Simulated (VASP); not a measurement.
# Li6SiS2N2 in VASP: notebook, part 2 of 2

VASP 6.6.1.

## 3. Single point, PBE+D3(BJ)

Contents of INCAR:

```
SYSTEM = Li6SiS2N2
ALGO = Normal
EDIFF = 1E-6
ENCUT = 650
GGA = PE
GGA_COMPAT = .False.
ISIF = 2
ISMEAR = -1
ISYM = -1
IVDW = 12
LASPH = .True.
LCHARG = .True.
LELF = .True.
LREAL = Auto
LVHAR = .True.
LWAVE = .False.
NBANDS = 61
NELM = 120
PREC = Accurate
SIGMA = 0.05
```

Contents of KPOINTS:

```
explicit points
1
Reciprocal
  0.25000000   0.25000000   0.25000000 1
```

Contents of POSCAR:

```
Li6SiS2N2
1.0
    7.0575940000      0.2300220000     -0.0127870000
    0.2300220000      6.8226690000     -0.2070970000
   -0.0127870000     -0.2070970000      7.0752940000
Si S Li N
2 4 12 4
Direct
    0.3561448132      0.1416017223      0.7731296135
    0.0617039205      0.7051184320      0.0764034569
    0.9882611591      0.3819756267      0.0474563886
    0.8723435929      0.8140086107      0.2969262336
    0.8982497541      0.7916829649      0.8218951872
    0.3756947622      0.4713059718      0.6016924614
    0.7185862898      0.5125805714      0.7236330337
    1.0373066399      0.4557918244      0.6678083143
    0.6031993073      0.7345036605      0.1011818893
    0.1778187276      0.2526915806      0.4367723004
    0.8558429714      0.1435172536      0.2322941855
    0.4533852726      0.4179290976      0.0037590381
    0.9859073195      0.9857981364      0.5625902801
    0.5944850906      0.2165765553      0.5087026823
    0.8401795331      0.1783486645      0.8152927425
    0.3021860138      0.7631572223      0.7948814033
    0.8290836529      0.4777652711      0.3602359488
    0.3346431264      0.7629630492      0.3971695650
    0.3258146254      0.9939150758      0.5857260521
    0.8838588768      0.2688356424      0.5293828014
    0.7476793208      0.3583112742      0.0538487539
    0.3105231580      0.6961575235      0.0885213808
```

Potentials or basis: VASP PAW PBE potentials, release 64 (Si, S, Li_sv, N).

Command:

```
$ cat potpaw_PBE.64/Si/POTCAR potpaw_PBE.64/S/POTCAR potpaw_PBE.64/Li_sv/POTCAR potpaw_PBE.64/N/POTCAR > POTCAR
$ mpirun -np 1 vasp_std > vasp.out
```

OUTCAR:

```text
SYSTEM = Li6SiS2N2
   EDIFF = 1E-6
   ENCUT = 650
   GGA = PE
   ISIF = 2
   ISMEAR = -1
   ISYM = -1
   IVDW = 12
   LASPH = .True.
   LREAL = Auto
   NELM = 120
   PREC = Accurate
 IVDW          = 12

 ion  position               nearest neighbor table
   1  0.356  0.142  0.773-  19 1.64  12 2.55  14 2.62   6 2.63  16 2.65  10 2.81
   2  0.062  0.705  0.076-  22 1.76   4 2.13   5 2.22   3 2.30  16 2.69
   3  0.988  0.382  0.047-  21 1.72   2 2.30  15 2.37  11 2.39  17 2.52
   4  0.872  0.814  0.297-   2 2.13  11 2.32  13 2.32  17 2.41   9 2.42
   5  0.898  0.792  0.822-   2 2.22   7 2.43  13 2.43   8 2.61  15 2.65
   6  0.376  0.471  0.602-  14 2.32  10 2.37  16 2.38   8 2.45  18 2.53   7 2.59   1 2.63
   7  0.719  0.513  0.724-   8 2.29   5 2.43  15 2.51   6 2.59
   8  0.037  0.456  0.668-  20 1.95  10 2.27   7 2.29   6 2.45   5 2.61
   9  0.603  0.735  0.101-  22 2.10   4 2.42  12 2.53
  10  0.178  0.253  0.437-  20 2.17   8 2.27   6 2.37  13 2.55   1 2.81
  11  0.856  0.144  0.232-  21 2.10   4 2.32   3 2.39  17 2.40
  12  0.453  0.418  0.004-  21 2.12  22 2.15   9 2.53   1 2.55
  13  0.986  0.986  0.563-  20 2.04   4 2.32  15 2.35   5 2.43  10 2.55
  14  0.594  0.217  0.509-  20 2.10   6 2.32   1 2.62
  15  0.840  0.178  0.815-  21 2.11  20 2.18  13 2.35   3 2.37   7 2.51   5 2.65
  16  0.302  0.763  0.795-  22 2.15   6 2.38   1 2.65   2 2.69
  17  0.829  0.478  0.360-  20 1.94  11 2.40   4 2.41   3 2.52
  18  0.335  0.763  0.397-  19 2.00   6 2.53
  19  0.326  0.994  0.586-   1 1.64  18 2.00
  20  0.884  0.269  0.529-  17 1.94   8 1.95  13 2.04  14 2.10  10 2.17  15 2.18
  21  0.748  0.358  0.054-   3 1.72  11 2.10  15 2.11  12 2.12
  22  0.311  0.696  0.089-   2 1.76   9 2.10  12 2.15  16 2.15

IMPORTANT INFORMATION: All symmetrisations will be switched off!
NOSYMM: (Re-)initialisation of all symmetry stuff for point group C_1.

----------------------------------------------------------------------------------------

                                     Primitive cell

  volume of cell :     340.0100

  direct lattice vectors                    reciprocal lattice vectors
     7.057594000  0.230022000 -0.012787000     0.141847308 -0.004778757  0.000116481
[... 113 lines left out ...]
   LEPSILON=     F    determine dielectric tensor
   LRPA    =     F    only Hartree local field effects (RPA)
 non-spin polarized calculation
  energy-cutoff  :      650.00
  volume of cell :      340.01
 maximum number of plane-waves:     12796
 NGX is ok and might be reduce to    60
   NGX = 29   NGY = 29   NGZ = 29

 number of electron      87.9999995 magnetization

 Free energy of the ion-electron system (eV)
  ---------------------------------------------------
  ext. energy  EPLUGINS =         0.00000000
  ---------------------------------------------------
  free energy    TOTEN  =       -97.44399477 eV

  energy without entropy =      -97.44399474  energy(sigma->0) =      -97.44399475

 E-fermi :   3.1130     XC(G=0):  -8.2728

 val. band max:        2.1837898635   @ k =   0.2500   0.2500   0.2500
 cond. band min:       4.0417564234   @ k =   0.2500   0.2500   0.2500
 fundamental gap:      1.8579665600
 Fermi energy:         3.1130002606

 k-point     1 :       0.2500    0.2500    0.2500
  band No.  band energies     occupation
      1     -43.5966      2.00000
      2     -43.4299      2.00000
      3     -43.0946      2.00000
      4     -43.0579      2.00000
      5     -42.9738      2.00000
      6     -42.7692      2.00000
[... 48 lines left out ...]
     55       6.9125      0.00000
     56       7.2606      0.00000
 [bands above 56 left out]

------------------------ aborting loop because EDIFF is reached ----------------------------------------

 Edisp (eV)   -4.71998

 E8    (eV) :    -1.8257

  FORCE on cell =-STRESS in cart. coord.  units (eV):
  Direction    XX          YY          ZZ          XY          YZ          ZX
  --------------------------------------------------------------------------------------
  -------------------------------------------------------------------------------------
  Total     -16.32053    -6.02283    -8.12456     1.34990     2.52339    -2.10200
  in kB     -76.90477   -28.38049   -38.28412     6.36093    11.89058    -9.90493
  external pressure =      -47.86 kB  Pullay stress =        0.00 kB

 VOLUME and BASIS-vectors are now :
 -----------------------------------------------------------------------------
  energy-cutoff  :      650.00
  volume of cell :      340.01
      direct lattice vectors                 reciprocal lattice vectors
     7.057594000  0.230022000 -0.012787000     0.141847308 -0.004778757  0.000116481
     0.230022000  6.822669000 -0.207097000    -0.004778757  0.146861540  0.004290066
    -0.012787000 -0.207097000  7.075294000     0.000116481  0.004290066  0.141462666

 POSITION                                       TOTAL-FORCE (eV/Angst)
 -----------------------------------------------------------------------------------
      2.53621      0.88791      5.43624        -0.074346     -0.018649     -0.119133
      0.59670      4.80916      0.39376         2.356694     -1.080873     -0.452024
      7.06200      2.82359      0.24402         0.097058      0.219033      0.017971
      6.34009      5.69288      1.92111        -0.310798     -0.153084      0.322335
      6.51108      5.43780      5.63971         0.223596      0.185681      0.146405
      2.75222      3.17737      4.15474         0.019089      0.193488      0.120942
[... 14 lines left out ...]
      5.35855      2.60547      0.29723        -0.200251      0.336549     -0.293725
      2.35055      4.80275      0.47817        -1.422826      0.371556     -0.082485
 -----------------------------------------------------------------------------------
    total drift:                               -0.002926     -0.002694     -0.004414

  FREE ENERGIE OF THE ION-ELECTRON SYSTEM (eV)
  ---------------------------------------------------
  free  energy   TOTEN  =      -102.1639732559 eV

  energy  without entropy=     -102.1639732224  energy(sigma->0) =     -102.16397324
```

OSZICAR:

```text
N       E                     dE             d eps       ncg     rms          rms(c)
DAV:   1     0.750085257303E+03    0.75009E+03   -0.41730E+04   122   0.169E+03
DAV:   2     0.132280045732E+02   -0.73686E+03   -0.68929E+03   138   0.409E+02
DAV:   3    -0.918586938391E+02   -0.10509E+03   -0.10379E+03   164   0.132E+02
[... 11 lines left out ...]
DAV:  15    -0.974439735606E+02   -0.13757E-03   -0.21706E-04   148   0.471E-02    0.254E-02
DAV:  16    -0.974439826583E+02   -0.90978E-05   -0.32231E-05   180   0.180E-02    0.107E-02
DAV:  17    -0.974439917866E+02   -0.91282E-05   -0.99023E-06   124   0.102E-02    0.436E-03
DAV:  18    -0.974439941109E+02   -0.23243E-05   -0.28936E-06   124   0.600E-03    0.224E-03
DAV:  19    -0.974439947714E+02   -0.66051E-06   -0.85491E-07   100   0.342E-03
   1 F= -.10216397E+03 E0= -.10216397E+03  d E =-.335799E-07
```

It took 51 s on 1 thread of Intel Xeon Platinum 8488C (Sapphire Rapids), shared host; peak memory 0.46 GiB.

What came out:

```yaml
Free_energy: -102.1640 eV
Pressure: -4.8 GPa
Largest_force: 2.632 eV/Å
Dispersion_energy_per_atom: -0.215 eV
```

Forces on the atoms (eV/Å):
```
Si  -0.074 -0.019 -0.119
Si   2.357 -1.081 -0.452
S    0.097  0.219  0.018
S   -0.311 -0.153  0.322
S    0.224  0.186  0.146
S    0.019  0.193  0.121
Li  -0.387 -0.351  0.064
Li   0.322  0.212  0.510
Li  -0.301 -0.108 -0.255
Li  -0.224 -0.523 -0.150
Li  -0.163  0.440  0.243
Li   0.194  0.205  0.341
Li   0.458  0.320 -0.070
Li   0.598 -0.221 -0.235
Li  -0.190 -0.037 -0.012
Li  -0.021  0.052  0.056
Li  -0.181 -0.206 -0.501
Li  -0.138  0.106 -0.298
N   -0.249 -0.089 -0.016
N   -0.407  0.147  0.664
N   -0.200  0.337 -0.294
N   -1.423  0.372 -0.082
```

Caveat: the atoms stand as in a frame of molecular dynamics.
